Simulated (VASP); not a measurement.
Crystal: HgGe2Ru2.

```xyz
5
Lattice="-2.0062 2.0062 5.2638 2.0062 -2.0062 5.2638 2.0062 2.0062 -5.2638" Properties=species:S:1:pos:R:3 pbc="T T T"
Ge    2.0062    0.0000    2.6319
Ge    0.0000    2.0062    2.6319
Hg    0.0000    0.0000    0.0000
Ru    0.0000    0.0000    6.5903
Ru    0.0000    0.0000    3.9373
```

```yaml
Program: VASP 6.6.1
Task: relaxation of cell and atoms
Functional: PBE
Potentials_or_basis: VASP PAW PBE potentials, release 64 (Ge_d, Hg, Ru_pv)
Cutoff: 600 eV
k_mesh: 6 × 6 × 6
Occupations: gaussian, width 0.1 eV
Spin: no spin polarisation
```

At the start: pressure 9.7 GPa; volume 16.95 Å³/atom.

**Question.** How do energy, volume and symmetry change on relaxing?

**Answer.** Over 13 steps the energy falls by 144.6 meV/atom and the volume is 16.98 Å³/atom (+0.2 %); space group I4/mmm (No. 139, to 0.05 Å).

The path:
| step | energy change (eV) | largest force (eV/Å) | pressure (GPa) | volume (Å³) |
| --- | --- | --- | --- | --- |
| 1 | 0.0000 | 2.7572 | 9.69 | 84.74 |
| 2 | -0.0307 | 1.0610 | -11.72 | 97.90 |
| 3 | -0.3791 | 0.4672 | -3.40 | 91.00 |
| 4 | -0.3796 | 0.5277 | -3.03 | 90.79 |
| 5 | -0.5196 | 0.0053 | -1.20 | 88.33 |
| 6 | -0.5713 | 0.4009 | 0.93 | 86.07 |
| 7 | -0.5779 | 0.4979 | 1.95 | 85.18 |
| 8 | -0.6815 | 0.2017 | -1.54 | 86.32 |
| 9 | -0.6999 | 0.2230 | -3.04 | 86.86 |
| 10 | -0.6890 | 0.0101 | 1.09 | 83.95 |
| 11 | -0.7176 | 0.1046 | -1.35 | 85.57 |
| 12 | -0.7209 | 0.0935 | 0.87 | 84.51 |
| 13 | -0.7228 | 0.0194 | -0.02 | 84.91 |

Final structure:
```yaml
crystal:
  lattice:
    - [-1.87028, 1.87028, 6.06828]
    - [1.87028, -1.87028, 6.06828]
    - [1.87028, 1.87028, -6.06828]
  atoms:
    - { symbol: Ge, position: [0.25000, 0.75000, 0.50000] }
    - { symbol: Ge, position: [0.75000, 0.25000, 0.50000] }
    - { symbol: Hg, position: [0.00000, 0.00000, 0.00000] }
    - { symbol: Ru, position: [0.61213, 0.61213, 0.00000] }
    - { symbol: Ru, position: [0.38787, 0.38787, 0.00000] }
```

Caveat: the k points lie up to 0.40 Å⁻¹ apart in the final cell.
